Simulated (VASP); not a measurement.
Ge, 8 atoms in the cell. It takes space group Pm-3n (No. 223, cubic). Conventional cell: a = 5.359 Å, b = 5.359 Å, c = 5.359 Å, α = 90.00°, β = 90.00°, γ = 90.00°. Ge (site symmetry m-3) has 12 Ge at 3.00 Å within 3.9 Å. Ge (site symmetry -4m2) has 14 Ge at 2.68 to 3.28 Å within 3.5 Å. 

| Property | Result |
| --- | --- |
| Program | VASP 6.6.1 |
| Task | relaxation of cell and atoms |
| Functional | PBE |
| Potentials or basis | VASP PAW PBE potentials, release 64 (Ge_d) |
| Cutoff | 600 eV |
| k mesh | 5 × 5 × 5 |
| Occupations | fermi-dirac, width 0.1 eV |
| Spin | no spin polarisation |
| Dipole correction | no |
| Further INCAR settings | ALGO = Normal; EDIFF = 1e-06; IBRION = 2; EDIFFG = -0.01; NSW = 80; ISIF = 3 |

Potentials or basis: VASP PAW PBE potentials, release 64 (Ge_d).

Run with:

```bash
$ cat potpaw_PBE.64/Ge_d/POTCAR > POTCAR
$ mpirun -np 1 vasp_std > vasp.out
```

Hardware: 1 thread of Intel Xeon 8259CL, with other jobs on the host.

How long does it take, and how much memory?

Wall time 19 min on 1 thread of Intel Xeon 8259CL (shared host), peak memory 0.37 GiB. Counts: scf iterations 30, k points 10, ion steps 3.
